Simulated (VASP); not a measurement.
A run of VASP 6.6.1 is set up as follows.

INCAR

```
ALGO = Fast ; EDIFF = 1E-6
EDIFFG = -0.01 ; ENCUT = 600
GGA = PE ; IBRION = 2
ISIF = 3 ; ISMEAR = 0
LASPH = True ; LCHARG = False
LREAL = False ; LWAVE = False
NELM = 60 ; NSW = 100
PREC = Accurate ; SIGMA = 0.1
```

Contents of KPOINTS:

```
k-points
0
Gamma
  14 14 14
```

Contents of POSCAR:

```
HfBe2Si2
1.0
   -1.8203383439      1.8203383439      4.7898375442
    1.8203383439     -1.8203383439      4.7898375442
    1.8203383439      1.8203383439     -4.7898375442
Hf Be Si
1 2 2
Direct
    0.0000000000      0.0000000000      0.0000000000
    0.3957213729      0.3957213729      0.0000000000
    0.6042786271      0.6042786271      0.0000000000
    0.7500000000      0.2500000000      0.5000000000
    0.2500000000      0.7500000000      0.5000000000
```

Potentials or basis: VASP PAW PBE potentials, release 64 (Hf_pv, Be, Si).

Run with:

```console
$ cat potpaw_PBE.64/Hf_pv/POTCAR potpaw_PBE.64/Be/POTCAR potpaw_PBE.64/Si/POTCAR > POTCAR
$ mpirun -np 1 vasp_std > vasp.out
```

(1) Predict the relaxed cell.

(2) Predict the space group after relaxing (to 0.1 Å).

(3) What does it give for the relaxed volume?

(4) Estimate the band gap on the k mesh.

Answers

(1) a = 5.390 Å, b = 5.390 Å, c = 5.390 Å, α = 140.31°, β = 140.31°, γ = 57.38°.

(2) I4/mmm (No. 139).

(3) 12.66 Å³/atom.

(4) zero (bands 11 and 12 overlap by 0.95 eV).

Caveat: spin-orbit coupling is left out, which moves the levels of the heavy elements.
